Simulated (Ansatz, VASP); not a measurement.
One calculation of Mg, two programs

File INCAR:

```
PREC = Accurate ; ENCUT = 520
EDIFF = 1E-6 ; ISMEAR = -1
SIGMA = 0.1 ; LREAL = False
LASPH = True ; NELM = 80
ALGO = Normal ; ISIF = 2
LWAVE = False ; LCHARG = False
GGA = RP ; NBANDS = 7
```

File KPOINTS:

```
Automatic mesh
0
Gamma
  14 14 14
```

File POSCAR:

```
Mg
1.0
   -1.7596194029      1.7596194029      1.7596194029
    1.7596194029     -1.7596194029      1.7596194029
    1.7596194029      1.7596194029     -1.7596194029
Mg
1
Direct
    0.0000000000      0.0000000000      0.0000000000
```

Input for Ansatz:

```yaml
crystal:
  lattice:
    - [-1.7596194029, 1.7596194029, 1.7596194029]
    - [1.7596194029, -1.7596194029, 1.7596194029]
    - [1.7596194029, 1.7596194029, -1.7596194029]
  atoms:
    - { symbol: Mg, position: [0.0, 0.0, 0.0] }
hamiltonian:
  xc: rpbe
  pseudopotentials:
    kind: paw
    azcp:
      Mg: "pseudopotentials/Mg.paw.azcp"
basis:
  ecutwfc: 420
  fft_grid_basis: typed
kpoints:
  mp_grid: { grid: [14, 14, 14], shift: [0, 0, 0] }
magnetization:
  spin_polarized: false
scf:
  occupations: { method: fermi_dirac, width: 0.1 }
  lower_state_search: "off"
output:
  stress: true
  write_density: true
  write_potential: true
  elf: true
  volumetric_format: npy
```

Alike in both runs: task single point; functional RPBE; k mesh 14 × 14 × 14; occupations fermi-dirac, width 0.1 eV; no spin polarisation.

```csv
,VASP,Ansatz
version,VASP 6.6.1,Ansatz 0.2.0
potentials or method,"VASP PAW PBE potentials, release 64 (Mg), cutoff 520 eV","plane waves (420 eV) with PAW, scalar-relativistic"
valence electrons in the cell,2,10
```

```tsv
	VASP	Ansatz	Ansatz less VASP
pressure (GPa)	3.1	3.3	+0.21
```

VASP's potentials were made for PBE, not for RPBE. With one functional, cell and mesh, what is left measures potentials, basis and numerics. VASP's potentials hold 2 valence electrons a cell and Ansatz's 10, so a difference there can come from the potentials and not from the codes.
